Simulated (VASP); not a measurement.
# Ag (Fmmm) in VASP: further runs

Runs on Ag. Level: PBEsol. Tasks: single point.

Program: VASP 6.6.1. These are calculated values, not measurements. Logs are shortened: lines on timing, memory, paths and dates and some standing lists are left out, and cuts for length are marked.

**1. The cell of the first run**

It takes space group Fmmm (No. 69, orthorhombic). The conventional cell has a = 4.024 Å, b = 4.054 Å, c = 4.085 Å, α = 90.00°, β = 90.00°, γ = 90.00°. Within 3.8 Å of Ag (site symmetry mmm) lie 12 Ag at 2.86 to 2.88 Å.

**2. Single point, PBEsol (strain +0.0075 x Voigt [1, -1, 0, 0, 0, 0])**

INCAR

```
  PREC = Accurate
  ENCUT = 520
  EDIFF = 1E-7
  ISMEAR = 0
  SIGMA = 0.15
  LREAL = False
  LASPH = True
  NELM = 100
  ALGO = Fast
  ISIF = 2
  LWAVE = False
  LCHARG = True
  GGA = PS
  LELF = True
  LVHAR = True
  NBANDS = 12
```

KPOINTS

```
regular mesh
0
Gamma
  26 26 26
```

POSCAR

```
Ag
1.0
    0.0000000000      2.0120029817      2.0272070345
    2.0424110873      0.0000000000      2.0272070345
    2.0424110873      2.0120029817      0.0000000000
Ag
1
Direct
    0.0000000000      0.0000000000      0.0000000000
```

Potentials or basis: VASP PAW PBE potentials, release 64 (Ag).

Launch:

```bash
$ cat potpaw_PBE.64/Ag/POTCAR > POTCAR
$ mpirun -np 1 vasp_std > vasp.out
```

OUTCAR:

```text
PREC = Accurate
   ENCUT = 520
   EDIFF = 1E-7
   ISMEAR = 0
   LREAL = False
   LASPH = True
   NELM = 100
   ISIF = 2
   GGA = PS

 ion  position               nearest neighbor table
   1  0.000  0.000  0.000-

  LATTYP: Found a face centered orthorhombic cell.
 ALAT       =     4.0240059634
 B/A-ratio  =     1.0075566751
 C/A-ratio  =     1.0151133502

  Lattice vectors:

 A1 = (  -2.0424110873,   0.0000000000,  -2.0272070345)
 A2 = (  -2.0424110873,   2.0120029817,   0.0000000000)
 A3 = (   0.0000000000,   2.0120029817,  -2.0272070345)

Analysis of symmetry for initial positions (statically):
=====================================================================
 Subroutine PRICEL returns:
 Original cell was already a primitive cell.

 Routine SETGRP: Setting up the symmetry group for a
 face centered orthorhombic supercell.

 Subroutine GETGRP returns: Found  8 space group operations
 (whereof  8 operations were pure point group operations)
 out of a pool of  8 trial point group operations.

The static configuration has the point symmetry D_2h.

Analysis of symmetry for dynamics (positions and initial velocities):
=====================================================================
 Subroutine PRICEL returns:
 Original cell was already a primitive cell.

 Routine SETGRP: Setting up the symmetry group for a
 face centered orthorhombic supercell.

 Subroutine GETGRP returns: Found  8 space group operations
 (whereof  8 operations were pure point group operations)
 out of a pool of  8 trial point group operations.

The dynamic configuration has the point symmetry D_2h.

 Subroutine INISYM returns: Found  8 space group operations
 (whereof  8 operations are pure point group operations),
 and found     1 'primitive' translations

----------------------------------------------------------------------------------------

                                     Primitive cell

  volume of cell :      16.6610

  direct lattice vectors                    reciprocal lattice vectors
     0.000000000  2.012002982  2.027207034    -0.244808698  0.248508578  0.246644764
     2.042411087  0.000000000  2.027207034     0.244808698 -0.248508578  0.246644764
     2.042411087  2.012002982  0.000000000     0.244808698  0.248508578 -0.246644764

  length of vectors
     2.856173027  2.877674653  2.866984312     0.427225294  0.427225294  0.427225294

[... 79 lines left out ...]
   LREAL  =      F    real-space projection
   EDIFFG = 0.1E-05   stopping-criterion for IOM
   NSW    =      0    number of steps for IOM
   IBRION =     -1    ionic relax: 0-MD 1-quasi-New 2-CG
   NFREE  =      0    steps in history (QN), initial steepest desc. (CG)
   ISIF   =      2    stress and relaxation
   ISYM   =      2    0-nonsym 1-usesym 2-fastsym
   POTIM  = 0.5000    time-step for ionic-motion
   TEBEG  =    0.0;   TEEND  =   0.0 temperature during run
   PSTRESS=    0.0 pullay stress
   NELECT =      11.0000    total number of electrons
   NUPDOWN=      -1.0000    fix difference up-down
   EMIN   =  10.00;   EMAX   =-10.00  energy-range for DOS
   EFERMI =   0.00;   METHOD = LEGACY
   ISMEAR =     0;   SIGMA  =   0.15  broadening in eV -4-tet -1-fermi 0-gaus
   EFERMI_NEDOS =   21; number of points for ismear=-14 and -15
   IALGO  =     68    algorithm
   IMIX   =      4    mixing-type and parameters
     AMIX     =   0.40;   BMIX     =  1.00
     AMIX_MAG =   1.60;   BMIX_MAG =  1.00
  volume/ion in A,a.u.               =      16.66       112.43
  Fermi-wavevector in a.u.,A,eV,Ry     =   1.425517  2.693837 27.648386  2.032099
  Thomas-Fermi vector in A             =   2.545893
   LORBIT       =      0    0 simple, 1 ext, 2 COOP (PROOUT), +10 PAW based schemes
   GGA     = PS    functional components
   LHFCALC =     F    Hartree Fock is set to
   AEXX    =    0.0000 exact exchange contribution
   IVDW    =     0    specifies the selected vdW correction
   LEPSILON=     F    determine dielectric tensor
   LRPA    =     F    only Hartree local field effects (RPA)
 non-spin polarized calculation
 RMM-DIIS sequential band-by-band and
 Gauss-broadening in eV      SIGMA  =   0.15
  energy-cutoff  :      520.00
  volume of cell :       16.66
 maximum number of plane-waves:       461
 NGX is ok and might be reduce to    24
   NGX = 11   NGY = 11   NGZ = 11

 number of electron      11.0000001 magnetization

 Free energy of the ion-electron system (eV)
  ---------------------------------------------------
  ext. energy  EPLUGINS =         0.00000000
  ---------------------------------------------------
  free energy    TOTEN  =        -3.31146972 eV

  energy without entropy =       -3.30923924  energy(sigma->0) =       -3.31035448

 E-fermi :   8.5901     XC(G=0): -12.5507

 val. band max:        8.5865404930   @ k =   0.2308  -0.2692   0.1538
 cond. band min:       8.5951206039   @ k =   0.5000   0.0385   0.1538
 fundamental gap:      0.0085801109
 Fermi energy:         8.5901450864

 k-point     1 :       0.0000    0.0000    0.0000
  band No.  band energies     occupation
      1       0.5535      2.00000
      2       3.6509      2.00000
      3       3.7006      2.00000
      4       3.7489      2.00000
      5       4.7449      2.00000
      6       4.8340      2.00000
      7      24.5929      0.00000
      8      28.1928      0.00000
      9      28.2990      0.00000
     10      28.4083      0.00000
     11      33.1780      0.00000
     12      34.3840      0.00000
[... 331 lines left out ...]
 k-point    24 :       0.3846    0.0385    0.0000
  band No.  band energies     occupation
      1       2.1300      2.00000
      2       3.7234      2.00000
      3       3.8165      2.00000
      4       5.0986      2.00000
      5       5.4399      2.00000
      6       6.1265      2.00000
      7      15.2809      0.00000
      8      24.2577      0.00000
      9      26.6145      0.00000
     10      27.5607      0.00000
     11      31.5336      0.00000
     12      32.0628      0.00000

 [... further k-points ...]
[... 5 lines left out ...]
  --------------------------------------------------------------------------------------
  -------------------------------------------------------------------------------------
  Total       -0.0691187      0.0003118     -0.0320844      0.0000000      0.0000000      0.0000000
  in kB       -6.6467031      0.0299857     -3.0853556      0.0000000      0.0000000      0.0000000
  external PRESSURE =      -3.2340243 kB  Pullay stress =       0.0000000 kB

 VOLUME and BASIS-vectors are now :
 -----------------------------------------------------------------------------
  energy-cutoff  :      520.00
  volume of cell :       16.66
      direct lattice vectors                 reciprocal lattice vectors
     0.000000000  2.012002982  2.027207034    -0.244808698  0.248508578  0.246644764
     2.042411087  0.000000000  2.027207034     0.244808698 -0.248508578  0.246644764
     2.042411087  2.012002982  0.000000000     0.244808698  0.248508578 -0.246644764

 POSITION                                       TOTAL-FORCE (eV/Angst)
 -----------------------------------------------------------------------------------
      0.00000      0.00000      0.00000         0.000000      0.000000     -0.000000
 -----------------------------------------------------------------------------------
    total drift:                               -0.000000      0.000000      0.000000

  FREE ENERGIE OF THE ION-ELECTRON SYSTEM (eV)
  ---------------------------------------------------
  free  energy   TOTEN  =        -3.3114697165 eV

  energy  without entropy=       -3.3092392447  energy(sigma->0) =       -3.31035448
```

stdout:

```text
POSCAR found type information on POSCAR Ag
 POSCAR found :  1 types and       1 ions
 scaLAPACK will be used
 -----------------------------------------------------------------------------
|                                                                             |
|                                                                             |
|     You enforced a specific xc type in the INCAR file but a different       |
|     I HOPE YOU KNOW WHAT YOU ARE DOING!                                     |
|                                                                             |
 -----------------------------------------------------------------------------

 LDA part: xc-table for (Slater+PW92), standard interpolation
 POSCAR, INCAR and KPOINTS ok, starting setup
 FFT: planning ... GRIDC
 FFT: planning ... GRID_SOFT
 FFT: planning ... GRID
 WAVECAR not read
 entering main loop
WARNING in EDDRMM: call to ZHEGV failed, returncode =   6  3     12
```

Run time: 6.2 min. Hardware: 1 thread of Intel Xeon Platinum 8259CL at 2.50GHz (Skylake/Cascade Lake), shared host; peak memory 0.55 GiB.

What came out:

```
Free energy            : -3.3115 eV
Pressure               : -0.3 GPa
Band gap on the k mesh : zero (an odd number of electrons rules out a gap without spin polarisation)
```

Levels at points of the mesh, in eV from the Fermi level:
```csv
k point,band 1,band 2,band 3,band 4,band 5,band 6,band 7,band 8,band 9,band 10
"(0.00, 0.00, 0.00)",-8.04,-4.94,-4.89,-4.84,-3.85,-3.76,16.00,19.60,19.71,19.82
"(0.50, 0.00, 0.00)",-6.57,-4.95,-4.87,-2.99,-2.95,-0.56,3.68,15.23,17.87,18.18
"(0.50, 0.50, 0.00)",-6.61,-6.46,-3.00,-2.79,-2.71,1.48,6.86,10.67,10.70,17.41
"(0.50, 0.00, 0.50)",-6.61,-6.46,-3.00,-2.77,-2.73,1.62,7.05,10.54,10.55,17.28
"(0.00, 0.50, 0.50)",-6.62,-6.46,-3.00,-2.77,-2.74,1.35,6.68,10.81,10.83,17.54
```

Caveat: the cell differs from its parent crystal (strain +0.0075 x Voigt [1, -1, 0, 0, 0, 0]); the PAW data sets were made with another functional, which shifts forces and pressure a little.

**3. Single point, PBEsol (strain +0.0025 x Voigt [1, -1, 0, 0, 0, 0])**

INCAR

```
PREC = Accurate ; ENCUT = 520
EDIFF = 1E-6 ; ISMEAR = 0
SIGMA = 0.15 ; LREAL = False
LASPH = True ; NELM = 100
ALGO = Fast ; ISIF = 2
LWAVE = False ; LCHARG = False
GGA = PS ; NBANDS = 12
```

KPOINTS is that of step 2.

POSCAR

```
Ag
1.0
    0.0000000000      2.0221390169      2.0272070345
    2.0322750521      0.0000000000      2.0272070345
    2.0322750521      2.0221390169      0.0000000000
Ag
1
Direct
    0.0000000000      0.0000000000      0.0000000000
```

Potentials or basis: VASP PAW PBE potentials, release 64 (Ag).

Launch:

```bash
$ cat potpaw_PBE.64/Ag/POTCAR > POTCAR
$ mpirun -np 1 vasp_std > vasp.out
```

It took 5.1 min on 1 thread of Intel Xeon Platinum 8259CL at 2.50GHz (Skylake/Cascade Lake), shared host; peak memory 0.56 GiB.

It converged, with:

```
Free energy            : -3.3117 eV
Pressure               : -0.2 GPa
Band gap on the k mesh : zero (an odd number of electrons rules out a gap without spin polarisation)
```

Stress tensor (GPa, compression positive):
```
-0.30  0.00  0.00
 0.00 -0.08  0.00
 0.00  0.00 -0.19
```

Levels at points of the mesh, in eV from the Fermi level:
| k point | band 2 | band 3 | band 4 | band 5 | band 6 | band 7 | band 8 | band 9 |
| --- | --- | --- | --- | --- | --- | --- | --- | --- |
| (0.00, 0.00, 0.00) | -4.91 | -4.89 | -4.88 | -3.82 | -3.79 | 16.00 | 19.67 | 19.71 |
| (0.50, 0.00, 0.00) | -4.93 | -4.90 | -2.98 | -2.96 | -0.56 | 3.68 | 15.24 | 17.96 |
| (0.50, 0.50, 0.00) | -6.46 | -3.00 | -2.76 | -2.74 | 1.48 | 6.86 | 10.68 | 10.69 |
| (0.50, 0.00, 0.50) | -6.46 | -3.00 | -2.76 | -2.74 | 1.53 | 6.93 | 10.64 | 10.64 |
| (0.00, 0.50, 0.50) | -6.46 | -3.00 | -2.76 | -2.75 | 1.44 | 6.80 | 10.73 | 10.73 |

Caveat: the cell differs from its parent crystal (strain +0.0025 x Voigt [1, -1, 0, 0, 0, 0]); the PAW data sets were made with another functional, which shifts forces and pressure a little.
